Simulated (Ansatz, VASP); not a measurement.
Two plane-wave programs on Co

```
Co
1.0
     2.53256    0.00000    0.00000
    -1.26628    2.19326    0.00000
     0.00000    0.00000    4.08317
Co
2
Direct
  0.33333 0.66667 0.25000
  0.66667 0.33333 0.75000
```

Alike in both runs: task single point; functional BLYP; k mesh 23 × 23 × 13; occupations fermi-dirac, width 0.05 eV; collinear spin.

|  | VASP | Ansatz |
| --- | --- | --- |
| version | VASP 6.6.1 | Ansatz 0.2.0 |
| potentials or method | VASP PAW PBE potentials, release 64 (Co), cutoff 520 eV | plane waves (420 eV) with PAW, scalar-relativistic |
| valence electrons in the cell | 18 | 34 |

Ansatz gave:

| Quantity | Value |
| --- | --- |
| pressure (GPa) | 0.0 |
| traceless stress, the component that is largest in VASP (GPa) | 0.33 |
| net moment per atom (μB) | 1.61 |
| size of the moment on the site where the two differ most (μB) | 1.68 |

Question: Estimate VASP's values.

Answer: Pressure (GPa): -0.3; traceless stress, the component that is largest in VASP (GPa): 0.29; net moment per atom (μB): 1.60; size of the moment on the site where the two differ most (μB): 1.62.

VASP's potentials were made for PBE, not for BLYP. Site moments also hang on the region over which each program counts them. With one functional, cell and mesh, what is left measures potentials, basis and numerics. VASP's potentials hold 18 valence electrons a cell and Ansatz's 34, so a difference there can come from the potentials and not from the codes.
